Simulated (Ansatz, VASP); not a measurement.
One calculation of NbRu, two programs

```
CELL_PARAMETERS angstrom
3.14097 0.00000 0.00000
0.00000 3.14097 0.00000
0.00000 0.00000 3.14097
ATOMIC_POSITIONS crystal
Nb 0.00000 0.00000 0.00000
Ru 0.50000 0.50000 0.50000
```

Change from the starting cell: volume scaled by 0.96, crystal datasets.

Alike in both runs: task electric field gradients; functional PBEsol; k mesh 11 × 11 × 11; occupations fermi-dirac, width 0.03 eV; no spin polarisation.

|  | VASP | Ansatz |
| --- | --- | --- |
| version | VASP 6.6.1 | Ansatz 0.2.0 |
| potentials or method | VASP PAW PBE potentials, release 64 (Nb_sv, Ru_pv), cutoff 520 eV | all-electron PAW with datasets made for the crystal, scalar-relativistic |

```tsv
	VASP	Ansatz	Ansatz less VASP
pressure (GPa)	-0.7	-0.5	+0.23
```

VASP's potentials were made for PBE, not for PBEsol. Ansatz ran all-electron here, and VASP with PAW potentials.
